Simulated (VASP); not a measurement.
# CdS (F-43m) in VASP: single point with PBE

Aim: the single point of CdS with PBE.

Program: VASP 6.6.1. These are calculated values, not measurements. Logs are shortened: lines on timing, memory, paths and dates and some standing lists are left out, and cuts for length are marked.

## 1. The cell of the first run

The structure is cubic, space group F-43m (No. 216). The conventional cell has a = 5.926 Å, b = 5.926 Å, c = 5.926 Å, α = 90.00°, β = 90.00°, γ = 90.00°. Cd (site symmetry -43m) has 4 S at 2.57 Å within 3.4 Å. Within 3.4 Å of S (site symmetry -43m) lie 4 Cd at 2.57 Å.

## 2. Single point, PBE

INCAR reads:

```
PREC = Accurate
ENCUT = 520
EDIFF = 1E-7
ISMEAR = 0
SIGMA = 0.02
LREAL = False
LASPH = True
NELM = 60
ALGO = Normal
ISIF = 2
LWAVE = False
LCHARG = False
GGA = PE
NBANDS = 36
```

KPOINTS reads:

```
Automatic mesh
0
Gamma
  8 8 8
```

POSCAR reads:

```
CdS
1.0
    0.0000000000      2.9627786867     -2.9627786867
    5.9255573734      0.0000000000      0.0000000000
   -2.9627786867     -5.9255573734     -2.9627786867
Cd S
3 3
Direct
    1.0000000000      0.0000000000      1.0000000000
    0.3333333333      0.3333333333      0.6666666667
    0.6666666667      0.6666666667      0.3333333333
    0.1666666667      0.4166666667      0.3333333333
    0.5000000000      0.7500000000      0.0000000000
    0.8333333333      0.0833333333      0.6666666667
```

Potentials or basis: VASP PAW PBE potentials, release 64 (Cd, S).

On the command line:

```
> cat potpaw_PBE.64/Cd/POTCAR potpaw_PBE.64/S/POTCAR > POTCAR
> mpirun -np 1 vasp_std > vasp.out
```

OUTCAR:

```text
PREC = Accurate
   ENCUT = 520
   EDIFF = 1E-7
   ISMEAR = 0
   LREAL = False
   LASPH = True
   NELM = 60
   ISIF = 2
   GGA = PE

 ion  position               nearest neighbor table
   1  0.000  0.000  0.000-   6 2.57   5 2.57   4 2.57   5 2.57
   2  0.333  0.333  0.667-   5 2.57   6 2.57   6 2.57   4 2.57
   3  0.667  0.667  0.333-   5 2.57   4 2.57   6 2.57   4 2.57
   4  0.167  0.417  0.333-   1 2.57   3 2.57   3 2.57   2 2.57
   5  0.500  0.750  0.000-   3 2.57   2 2.57   1 2.57   1 2.57
   6  0.833  0.083  0.667-   1 2.57   2 2.57   3 2.57   2 2.57

  LATTYP: Found a body centered orthorhombic cell.
 ALAT       =     4.1900018010
 B/A-ratio  =     1.4142135624
 C/A-ratio  =     3.0000000000

  Lattice vectors:

 A1 = (   2.9627786867,   5.9255573734,   2.9627786867)
 A2 = (  -2.9627786867,   2.9627786867,   5.9255573734)
 A3 = (   2.9627786867,  -5.9255573734,  -2.9627786867)

Analysis of symmetry for initial positions (statically):
=====================================================================
 Subroutine PRICEL returns following result:

  LATTYP: Found a face centered cubic cell.
 ALAT       =     5.9255573725

  Lattice vectors:

 A1 = (  -0.0000000009,   2.9627786858,  -2.9627786867)
 A2 = (   2.9627786864,   2.9627786864,   0.0000000000)
 A3 = (   2.9627786861,  -0.0000000006,  -2.9627786867)

   3 primitive cells build up your supercell.

 Routine SETGRP: Setting up the symmetry group for a
 body centered orthorhombic supercell.

 Subroutine GETGRP returns: Found  4 space group operations
 (whereof  4 operations were pure point group operations)
 out of a pool of  8 trial point group operations.

The static configuration has the point symmetry C_2v.

Analysis of symmetry for dynamics (positions and initial velocities):
=====================================================================
 Subroutine PRICEL returns following result:

  LATTYP: Found a face centered cubic cell.
 ALAT       =     5.9255573725

  Lattice vectors:

 A1 = (  -0.0000000009,   2.9627786858,  -2.9627786867)
 A2 = (   2.9627786864,   2.9627786864,   0.0000000000)
 A3 = (   2.9627786861,  -0.0000000006,  -2.9627786867)

   3 primitive cells build up your supercell.

 Routine SETGRP: Setting up the symmetry group for a
 body centered orthorhombic supercell.

 Subroutine GETGRP returns: Found  4 space group operations
 (whereof  4 operations were pure point group operations)
[... 96 lines left out ...]
   ISPIN  =      1    spin polarized calculation?
   LNONCOLLINEAR =      F non collinear calculations
   LSORBIT =      F    spin-orbit coupling
   LASPH  =      T    aspherical Exc in radial PAW
   ENCUT  =  520.0 eV  38.22 Ry    6.18 a.u.   7.79 11.02 13.49*2*pi/ulx,y,z
   NELM   =     60;   NELMIN=  2; NELMDL= -5     # of ELM steps
   EDIFF  = 0.1E-06   stopping-criterion for ELM
   LREAL  =      F    real-space projection
   EDIFFG = 0.1E-05   stopping-criterion for IOM
   NSW    =      0    number of steps for IOM
   IBRION =     -1    ionic relax: 0-MD 1-quasi-New 2-CG
   NFREE  =      0    steps in history (QN), initial steepest desc. (CG)
   ISIF   =      2    stress and relaxation
   ISYM   =      2    0-nonsym 1-usesym 2-fastsym
   POTIM  = 0.5000    time-step for ionic-motion
   TEBEG  =    0.0;   TEEND  =   0.0 temperature during run
   PSTRESS=    0.0 pullay stress
   NELECT =      54.0000    total number of electrons
   NUPDOWN=      -1.0000    fix difference up-down
   EMIN   =  10.00;   EMAX   =-10.00  energy-range for DOS
   EFERMI =   0.00;   METHOD = LEGACY
   ISMEAR =     0;   SIGMA  =   0.02  broadening in eV -4-tet -1-fermi 0-gaus
   EFERMI_NEDOS =   21; number of points for ismear=-14 and -15
   IALGO  =     38    algorithm
   IMIX   =      4    mixing-type and parameters
     AMIX     =   0.40;   BMIX     =  1.00
     AMIX_MAG =   1.60;   BMIX_MAG =  1.00
  volume/ion in A,a.u.               =      26.01       175.51
  Fermi-wavevector in a.u.,A,eV,Ry     =   1.149361  2.171977 17.973714  1.321031
  Thomas-Fermi vector in A             =   2.286031
   LORBIT       =      0    0 simple, 1 ext, 2 COOP (PROOUT), +10 PAW based schemes
   GGA     = PE    functional components
   LHFCALC =     F    Hartree Fock is set to
   AEXX    =    0.0000 exact exchange contribution
   IVDW    =     0    specifies the selected vdW correction
   LEPSILON=     F    determine dielectric tensor
   LRPA    =     F    only Hartree local field effects (RPA)
 non-spin polarized calculation
 Gauss-broadening in eV      SIGMA  =   0.02
  energy-cutoff  :      520.00
  volume of cell :      156.04
 maximum number of plane-waves:      4251
   NGX = 15   NGY = 23   NGZ = 27

 number of electron      54.0000012 magnetization

 Free energy of the ion-electron system (eV)
  ---------------------------------------------------
  ext. energy  EPLUGINS =         0.00000000
  ---------------------------------------------------
  free energy    TOTEN  =       -18.44221785 eV

  energy without entropy =      -18.44221785  energy(sigma->0) =      -18.44221785

 E-fermi :   1.0186     XC(G=0):  -8.9304

 val. band max:        0.9212645427   @ k =   0.0000   0.0000   0.0000
 cond. band min:       1.9662355901   @ k =   0.0000   0.0000   0.0000
 fundamental gap:      1.0449710474
 Fermi energy:         1.0185788660

 k-point     1 :       0.0000    0.0000    0.0000
  band No.  band energies     occupation
      1     -11.1702      2.00000
      2     -10.7003      2.00000
      3     -10.7003      2.00000
      4      -6.6481      2.00000
      5      -6.6481      2.00000
      6      -6.6481      2.00000
[... 925 lines left out ...]
     35       7.6959      0.00000
     36       8.0424      0.00000

 [... further k-points ...]
[... 5 lines left out ...]
  --------------------------------------------------------------------------------------
  -------------------------------------------------------------------------------------
  Total        0.3125939      0.3149445      0.3149445      0.0000000     -0.0005855      0.0000000
  in kB        3.2095357      3.2336706      3.2336706      0.0000000     -0.0060113      0.0000000
  external PRESSURE =       3.2256257 kB  Pullay stress =       0.0000000 kB

 VOLUME and BASIS-vectors are now :
 -----------------------------------------------------------------------------
  energy-cutoff  :      520.00
  volume of cell :      156.04
      direct lattice vectors                 reciprocal lattice vectors
     0.000000000  2.962778687 -2.962778687     0.000000000  0.112506997 -0.225013994
     5.925557373  0.000000000  0.000000000     0.168760496 -0.056253499 -0.056253499
    -2.962778687 -5.925557373 -2.962778687     0.000000000 -0.112506997 -0.112506997

 POSITION                                       TOTAL-FORCE (eV/Angst)
 -----------------------------------------------------------------------------------
      0.00000      0.00000      0.00000         0.000051      0.000000      0.000000
     -0.00000     -2.96278     -2.96278         0.000051     -0.000000     -0.000000
      2.96278      0.00000     -2.96278         0.000051      0.000000     -0.000000
      1.48139     -1.48139     -1.48139        -0.000051     -0.000000     -0.000000
      4.44417      1.48139     -1.48139        -0.000051      0.000000      0.000000
     -1.48139     -1.48139     -4.44417        -0.000051      0.000000     -0.000000
 -----------------------------------------------------------------------------------
    total drift:                               -0.000006      0.000008      0.000005

  FREE ENERGIE OF THE ION-ELECTRON SYSTEM (eV)
  ---------------------------------------------------
  free  energy   TOTEN  =       -18.4422178543 eV

  energy  without entropy=      -18.4422178543  energy(sigma->0) =      -18.44221785
```

OSZICAR:

```text
N       E                     dE             d eps       ncg     rms          rms(c)
DAV:   1     0.384407708262E+03    0.38441E+03   -0.26287E+04  6856   0.137E+03
DAV:   2     0.446091538241E+01   -0.37995E+03   -0.36799E+03  7464   0.342E+02
DAV:   3    -0.197912513371E+02   -0.24252E+02   -0.24106E+02  8116   0.846E+01
DAV:   4    -0.200953390787E+02   -0.30409E+00   -0.30374E+00  7872   0.924E+00
DAV:   5    -0.201003144680E+02   -0.49754E-02   -0.49749E-02  8300   0.118E+00    0.127E+01
DAV:   6    -0.184703710796E+02    0.16299E+01   -0.33505E+00  8644   0.149E+01    0.102E+01
DAV:   7    -0.184477332986E+02    0.22638E-01   -0.11132E+00  7704   0.474E+00    0.495E+00
DAV:   8    -0.184452382208E+02    0.24951E-02   -0.14282E-01  7780   0.310E+00    0.596E-01
DAV:   9    -0.184415861289E+02    0.36521E-02   -0.29978E-02  8524   0.172E+00    0.173E-01
DAV:  10    -0.184419676767E+02   -0.38155E-03   -0.22299E-03  7508   0.378E-01    0.145E-01
DAV:  11    -0.184421812905E+02   -0.21361E-03   -0.37913E-04  7876   0.105E-01    0.938E-02
DAV:  12    -0.184422171937E+02   -0.35903E-04   -0.20626E-04  7376   0.710E-02    0.218E-02
DAV:  13    -0.184422167380E+02    0.45571E-06   -0.14131E-05  8468   0.228E-02    0.981E-03
DAV:  14    -0.184422183420E+02   -0.16040E-05   -0.27482E-06  7332   0.693E-03    0.814E-03
DAV:  15    -0.184422179408E+02    0.40116E-06   -0.27132E-07  6768   0.227E-03    0.375E-03
DAV:  16    -0.184422178543E+02    0.86473E-07   -0.10932E-07  5144   0.158E-03
   1 F= -.18442218E+02 E0= -.18442218E+02  d E =-.338021E-14
```

Run time: 12 min. Hardware: 1 thread of Intel Xeon Platinum 8375C at 2.90GHz (Ice Lake), shared host; peak memory 0.56 GiB.

What came out:

| Quantity | Value |
| --- | --- |
| Free energy | -18.4422 eV |
| Pressure | 0.3 GPa |
| Band gap on the k mesh | 1.04 eV |

Levels at points of the mesh, in eV from the valence-band top:
```
           k point  band 25  band 26  band 27  band 28  band 29  band 30
(0.00, 0.00, 0.00)     0.00     0.00     0.00     1.04     4.38     4.38
(0.50, 0.00, 0.00)    -1.72    -1.14    -1.14     3.63     4.28     4.45
(0.00, 0.50, 0.00)    -0.87    -0.69    -0.69     2.94     3.54     3.54
(0.50, 0.50, 0.00)    -1.42    -0.69    -0.69     2.94     4.75     4.75
(0.00, 0.00, 0.50)    -1.03    -0.30    -0.30     3.19     3.19     3.63
```

A k mesh can miss the band edges. PBE gaps usually lie below the measured ones, often by a third to a half.
